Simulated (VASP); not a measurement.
# Na2S (Fm-3m) in VASP: G0W0 quasiparticle levels with LDA

Aim: the G0W0 quasiparticle levels of Na2S with LDA.

Everything below comes from runs of VASP 6.6.1. Logs are shortened: lines on timing, memory, paths and dates and some standing lists are left out, and cuts for length are marked.

**1. The cell of the first run**

Symmetry: Fm-3m, No. 225, cubic system. Conventional cell: a = 6.511 Å, b = 6.511 Å, c = 6.511 Å, α = 90.00°, β = 90.00°, γ = 90.00°. Within 3.7 Å of S (site symmetry m-3m) lie 8 Na at 2.82 Å. Na (site symmetry -43m) has 4 S at 2.82 Å and 6 Na at 3.26 Å within 3.7 Å.

**2. G0W0 quasiparticle levels, LDA**

Input file POSCAR:

```
Na2S
1.0
    0.0000000000      3.2554324516      3.2554324516
    3.2554324516      0.0000000000      3.2554324516
    3.2554324516      3.2554324516      0.0000000000
S Na
1 2
Direct
    0.0000000000      0.0000000000      0.0000000000
    0.2500000000      0.2500000000      0.2500000000
    0.7500000000      0.7500000000      0.7500000000
```

Input file INCAR.step1:

```
ALGO = Normal
EDIFF = 1E-8
ENCUT = 500
GGA = CA
ISMEAR = 0
LASPH = True
LCHARG = False
LREAL = False
LWAVE = True
NELM = 100
PREC = Accurate
SIGMA = 0.01
```

Input file INCAR.step2:

```
ALGO = Exact
EDIFF = 1E-8
ENCUT = 500
GGA = CA
ISMEAR = 0
ISTART = 1
LASPH = True
LCHARG = False
LOPTICS = True
LREAL = False
LWAVE = True
NBANDS = 271
NELM = 1
PREC = Accurate
SIGMA = 0.01
```

Input file INCAR.step3:

```
ALGO = EVGW0
EDIFF = 1E-8
ENCUT = 500
ENCUTGW = 140.0
GGA = CA
ISMEAR = 0
ISTART = 1
LASPH = True
LCHARG = False
LREAL = False
LWAVE = False
NBANDS = 271
NBANDSGW = 20
NELMGW = 1
NOMEGA = 48
PREC = Accurate
PRECFOCK = Fast
SIGMA = 0.01
```

Input file KPOINTS:

```
k-points
0
Gamma
  4 4 4
```

Potentials or basis: VASP PAW LDA potentials, release 64 (S_GW, Na_sv_GW).

Command:

```console
$ cat potpaw_LDA.64/S_GW/POTCAR potpaw_LDA.64/Na_sv_GW/POTCAR > POTCAR
$ cp INCAR.step1 INCAR
$ mpirun -np 1 vasp_std > vasp.out
$ cp INCAR.step2 INCAR
$ mpirun -np 1 vasp_std > vasp.out
$ cp INCAR.step3 INCAR
$ mpirun -np 1 vasp_std > vasp.out
```

OUTCAR:

```text
EDIFF = 1E-8
   ENCUT = 500
   ENCUTGW = 140.0
   GGA = CA
   ISMEAR = 0
   ISTART = 1
   LASPH = True
   LREAL = False
   NELMGW = 1
   PREC = Accurate
   PRECFOCK = Fast

 ion  position               nearest neighbor table
   1  0.000  0.000  0.000-
   2  0.250  0.250  0.250-
   3  0.750  0.750  0.750-

  LATTYP: Found a face centered cubic cell.
 ALAT       =     6.5108649032

  Lattice vectors:

 A1 = (   0.0000000000,   3.2554324516,   3.2554324516)
 A2 = (   3.2554324516,   0.0000000000,   3.2554324516)
 A3 = (   3.2554324516,   3.2554324516,   0.0000000000)

Analysis of symmetry for initial positions (statically):
=====================================================================
 Subroutine PRICEL returns:
 Original cell was already a primitive cell.

 Routine SETGRP: Setting up the symmetry group for a
 face centered cubic supercell.

 Subroutine GETGRP returns: Found 48 space group operations
 (whereof 48 operations were pure point group operations)
 out of a pool of 48 trial point group operations.

The static configuration has the point symmetry O_h .

Analysis of symmetry for dynamics (positions and initial velocities):
=====================================================================
 Subroutine PRICEL returns:
 Original cell was already a primitive cell.

 Routine SETGRP: Setting up the symmetry group for a
 face centered cubic supercell.

 Subroutine GETGRP returns: Found 48 space group operations
 (whereof 48 operations were pure point group operations)
 out of a pool of 48 trial point group operations.

The dynamic configuration has the point symmetry O_h .

 Subroutine INISYM returns: Found 48 space group operations
 (whereof 48 operations are pure point group operations),
 and found     1 'primitive' translations

----------------------------------------------------------------------------------------

                                     Primitive cell

  volume of cell :      69.0011

  direct lattice vectors                    reciprocal lattice vectors
     0.000000000  3.255432452  3.255432452    -0.153589426  0.153589426  0.153589426
     3.255432452  0.000000000  3.255432452     0.153589426 -0.153589426  0.153589426
     3.255432452  3.255432452  0.000000000     0.153589426  0.153589426 -0.153589426

  length of vectors
     4.603876724  4.603876724  4.603876724     0.266024688  0.266024688  0.266024688

  position of ions in fractional coordinates (direct lattice)
     0.000000000  0.000000000  0.000000000
     0.250000000  0.250000000  0.250000000
     0.750000000  0.750000000  0.750000000

  ion indices of the primitive-cell ions
   primitive index   ion index
                 1           1
                 2           2
                 3           3

----------------------------------------------------------------------------------------

 KPOINTS: k-points

Automatic generation of k-mesh.
 Grid dimensions read from file:
 generate k-points for:    4    4    4

 Generating k-lattice:

  Cartesian coordinates                     Fractional coordinates (reciprocal lattice)
    -0.038397356  0.038397356  0.038397356     0.250000000  0.000000000  0.000000000
     0.038397356 -0.038397356  0.038397356     0.000000000  0.250000000  0.000000000
     0.038397356  0.038397356 -0.038397356     0.000000000  0.000000000  0.250000000

  Length of vectors
     0.066506172  0.066506172  0.066506172

  Shift w.r.t. Gamma in fractional coordinates (k-lattice)
     0.000000000  0.000000000  0.000000000

 Subroutine IBZKPT returns following result:
 ===========================================

 Found      8 irreducible k-points:

 Following reciprocal coordinates:
            Coordinates               Weight
  0.000000  0.000000  0.000000      1.000000
  0.250000  0.000000  0.000000      8.000000
  0.500000  0.000000  0.000000      4.000000
  0.250000  0.250000  0.000000      6.000000
  0.500000  0.250000  0.000000     24.000000
 -0.250000  0.250000  0.000000     12.000000
  0.500000  0.500000  0.000000      3.000000
 -0.250000  0.500000  0.250000      6.000000
   k-points           NKPTS =      8   k-points in BZ     NKDIM =     64   number of bands    NBANDS=    271
   number of dos      NEDOS =    301   number of ions     NIONS =      3
   total plane-waves  NPLWV =  46656
   dimension x,y,z NGX =    36 NGY =   36 NGZ =   36
   dimension x,y,z NGXF=    72 NGYF=   72 NGZF=   72
   ions per type =               1   2
   NGX,Y,Z   is equivalent  to a cutoff of  13.00, 13.00, 13.00 a.u.
   NGXF,Y,Z  is equivalent  to a cutoff of  26.00, 26.00, 26.00 a.u.
 SYSTEM =  unknown system
   PREC   = accura    normal or accurate (medium, high low for compatibility)
   ISTART =      1    job   : 0-new  1-cont  2-samecut
   ICHARG =      0    charge: 1-file 2-atom 10-const
   ISPIN  =      1    spin polarized calculation?
   LNONCOLLINEAR =      F non collinear calculations
   LSORBIT =      F    spin-orbit coupling
   LASPH  =      T    aspherical Exc in radial PAW
   ENCUT  =  500.0 eV  36.75 Ry    6.06 a.u.   8.39  8.39  8.39*2*pi/ulx,y,z
   NELM   =     60;   NELMIN=  2; NELMDL=  0     # of ELM steps
   EDIFF  = 0.1E-07   stopping-criterion for ELM
   LREAL  =      F    real-space projection
   EDIFFG = 0.1E-06   stopping-criterion for IOM
   NSW    =      0    number of steps for IOM
   IBRION =     -1    ionic relax: 0-MD 1-quasi-New 2-CG
   NFREE  =      0    steps in history (QN), initial steepest desc. (CG)
   ISIF   =      0    stress and relaxation
   ISYM   =      3    0-nonsym 1-usesym 2-fastsym
   POTIM  = 0.5000    time-step for ionic-motion
   TEBEG  =    0.0;   TEEND  =   0.0 temperature during run
   PSTRESS=    0.0 pullay stress
   NELECT =      24.0000    total number of electrons
   NUPDOWN=      -1.0000    fix difference up-down
   EMIN   =  10.00;   EMAX   =-10.00  energy-range for DOS
   EFERMI =   0.00;   METHOD = LEGACY
   ISMEAR =     0;   SIGMA  =   0.01  broadening in eV -4-tet -1-fermi 0-gaus
   EFERMI_NEDOS =   21; number of points for ismear=-14 and -15
   IALGO  =     38    algorithm
   IMIX   =      4    mixing-type and parameters
     AMIX     =   0.40;   BMIX     =  1.00
     AMIX_MAG =   1.60;   BMIX_MAG =  1.00
  volume/ion in A,a.u.               =      23.00       155.21
  Fermi-wavevector in a.u.,A,eV,Ry     =   1.151313  2.175665 18.034801  1.325521
  Thomas-Fermi vector in A             =   2.287971
   LORBIT       =      0    0 simple, 1 ext, 2 COOP (PROOUT), +10 PAW based schemes
   GGA     = CA    functional components
   LHFCALC =     T    Hartree Fock is set to
   PRECFOCK=fast      Normal, Fast or Accurate (Low or Medium for compatibility)
   ENCUT4O =  -1.0   cutoff for four orbital integrals eV
   NKREDX  =     1    reduce k-point grid by
   NKREDY  =     1    reduce k-point grid by
   NKREDZ  =     1    reduce k-point grid by
   AEXX    =    1.0000 exact exchange contribution
   HFSCREEN=    0.0000 screening length (either q_TF or 0.3 A-1)
   HFSCREENC=   0.0000 screening length for correlation (either q_TF or 0.3 A-1)
   ENCUTFOCK=  -1.0 apply spherical cutoff to Coloumb kernel
   IVDW    =     0    specifies the selected vdW correction
   LEPSILON=     F    determine dielectric tensor
   LRPA    =     F    only Hartree local field effects (RPA)
   LRPAFORCE           =     F    calculate RPA forces
   ENCUTGW             = 140.0    cutoff for response function in eV
   ENCUTGWSOFT         = 112.0    soft cutoff for Coulomb kernel in GW response function in eV
   ENCUTLF             =  -1.0    cutoff for local field effects
   NELMGW              =     1    number of iterations in solving QP/BSE equation
   NELMHF              =     1    number of iterations in the inner HF iteration
   NKREDLFX            =     1    NKREDLFY  =   1   NKREDLFZ  =   1
 non-spin polarized calculation
 Gauss-broadening in eV      SIGMA  =   0.01
  energy-cutoff  :      500.00
  volume of cell :       69.00
 maximum number of plane-waves:      1807
 NGX is ok and might be reduce to    36
  NGX = 18; NGY = 18; NGZ = 18
   NGX = 17   NGY = 17   NGZ = 17
 maximum number of plane-waves:       268
 NGX is ok and might be reduce to    18

 QP shifts <psi_nk| G(iteration)W_0 |psi_nk>: iteration 1
 for sc-GW calculations column KS-energies equals QP-energies in previous step
 and V_xc(KS)=  KS-energies - (<T + V_ion + V_H > + <T+V_H+V_ion>^1  + <V_x>^1)

 k-point   1 :       0.0000    0.0000    0.0000
  band No.  KS-energies  QP-energies   sigma(KS)   V_xc(KS)     V^pw_x(r,r')   Z            occupation Imag(sigma)

      1     -49.5622     -58.1911     -40.4151     -28.4296     -48.8445       0.7199       2.0000       0.6494
      2     -49.5486     -58.3420     -40.4431     -28.4538     -48.8736       0.7334       2.0000       0.6459
      3     -22.1695     -27.0644     -34.6915     -28.1133     -41.1110       0.7441       2.0000       0.4056
      4     -22.1695     -27.0644     -34.6915     -28.1133     -41.1110       0.7441       2.0000       0.4056
      5     -22.1695     -27.0644     -34.6915     -28.1133     -41.1110       0.7441       2.0000       0.4056
      6     -22.1106     -27.0598     -34.8398     -28.2462     -41.2669       0.7506       2.0000       0.4030
[... 12 lines left out ...]
     19      11.0548      11.8712      -5.8192      -6.8282      -1.7855       0.8091       0.0000      -0.6824
     20      11.0548      11.8712      -5.8192      -6.8282      -1.7855       0.8091       0.0000      -0.6824

 k-point   2 :       0.2500    0.0000    0.0000
  band No.  KS-energies  QP-energies   sigma(KS)   V_xc(KS)     V^pw_x(r,r')   Z            occupation Imag(sigma)

      1     -49.5601     -58.2102     -40.4191     -28.4334     -48.8486       0.7217       2.0000       0.6486
      2     -49.5505     -58.3385     -40.4388     -28.4505     -48.8692       0.7330       2.0000       0.6463
      3     -22.1637     -27.0693     -34.7052     -28.1209     -41.1250       0.7450       2.0000       0.4072
      4     -22.1612     -27.0714     -34.7109     -28.1308     -41.1315       0.7462       2.0000       0.4053
      5     -22.1612     -27.0714     -34.7109     -28.1308     -41.1315       0.7462       2.0000       0.4053
      6     -22.1226     -27.0506     -34.8046     -28.2100     -41.2303       0.7473       2.0000       0.4106
[... 12 lines left out ...]
     19      10.1770      11.0696      -6.1106      -7.2183      -2.1344       0.8059       0.0000      -0.5668
     20      13.4330      14.3975      -6.3047      -7.4873      -1.9684       0.8156       0.0000      -0.8327
[... 102 lines left out ...]
      3     -22.1977     -27.0695     -34.5974     -28.0183     -41.0109       0.7405       2.0000       0.4303
      4     -22.1814     -27.0567     -34.6566     -28.0761     -41.0731       0.7409       2.0000       0.4080
      5     -22.1814     -27.0567     -34.6566     -28.0761     -41.0731       0.7409       2.0000       0.4080
      6     -22.1021     -27.0640     -34.8598     -28.2671     -41.2893       0.7526       2.0000       0.4022
[... 12 lines left out ...]
     19      11.9704      13.1408      -7.9889      -9.4632      -3.7768       0.7938       0.0000      -0.5605
     20      12.0987      13.4586      -8.9495     -10.6836      -4.5643       0.7842       0.0000      -0.5533

 k-point   8 :      -0.2500    0.5000    0.2500
  band No.  KS-energies  QP-energies   sigma(KS)   V_xc(KS)     V^pw_x(r,r')   Z            occupation Imag(sigma)

      1     -49.5551     -58.2746     -40.4280     -28.4422     -48.8579       0.7275       2.0000       0.6472
      2     -49.5551     -58.2746     -40.4280     -28.4422     -48.8579       0.7275       2.0000       0.6472
      3     -22.1925     -27.0672     -34.6142     -28.0351     -41.0296       0.7409       2.0000       0.4289
      4     -22.1868     -27.0571     -34.6396     -28.0591     -41.0541       0.7401       2.0000       0.4092
      5     -22.1421     -27.0572     -34.7575     -28.1708     -41.1803       0.7462       2.0000       0.4051
      6     -22.1421     -27.0572     -34.7575     -28.1708     -41.1803       0.7462       2.0000       0.4051
[... 12 lines left out ...]
     19      11.8992      13.0966      -7.7599      -9.2588      -3.5178       0.7989       0.0000      -0.5949
     20      12.1040      13.4605      -8.9480     -10.6780      -4.5568       0.7841       0.0000      -0.5562
```

Wall time 12 min (1 thread of Intel Xeon 6975P-C, shared host); peak memory 0.96 GiB.

Results:

```
Band gap on the k mesh, mean-field level : 2.30 eV, direct
Quasiparticle gap                        : 4.25 eV
Least direct quasiparticle gap           : 4.25 eV
```

Caveat: bands, screening cutoff and mesh are small and nothing is extrapolated, so the quasiparticle values aren't converged.
